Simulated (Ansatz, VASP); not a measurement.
## C: VASP beside Ansatz

```
CELL_PARAMETERS angstrom
2.51802 0.00000 0.00000
-1.25901 2.18067 0.00000
0.00000 0.00000 8.30459
ATOMIC_POSITIONS crystal
C 0.05957 0.05957 0.09297
C 0.00000 0.00000 0.59297
C 0.00000 0.00000 0.40703
C 0.00000 0.00000 0.90703
C 0.33333 0.66667 0.15553
C 0.66667 0.33333 0.65553
C 0.33333 0.66667 0.34447
C 0.66667 0.33333 0.84447
```

Alike in both runs: task single point; functional PBE; k mesh 12 × 12 × 4; occupations gaussian, width 0.05 eV; no spin polarisation.

|  | VASP | Ansatz |
| --- | --- | --- |
| version | VASP 6.6.1 | Ansatz 0.2.0 |
| potentials or method | VASP PAW PBE potentials, release 64 (C), cutoff 520 eV | scalar-relativistic, plane waves, PAW |
| valence electrons in the cell | 32 | 32 |

|  | VASP | Ansatz | Ansatz less VASP |
| --- | --- | --- | --- |
| gap on the k mesh at the Fermi level (eV) | 3.24 | 3.24 | +0.007 |
| least direct gap on the mesh (eV) | 3.45 | 3.45 | +0.003 |
| pressure (GPa) | 2.7 | 2.1 | -0.64 |
| traceless stress, the component that is largest in VASP (GPa) | 2.29 | 2.18 | -0.106 |
| rms of the force components (eV/Å) | 1.523 | 1.515 | -0.0073 |

Atom by atom the forces differ by 0.008 eV/Å (rms over components).
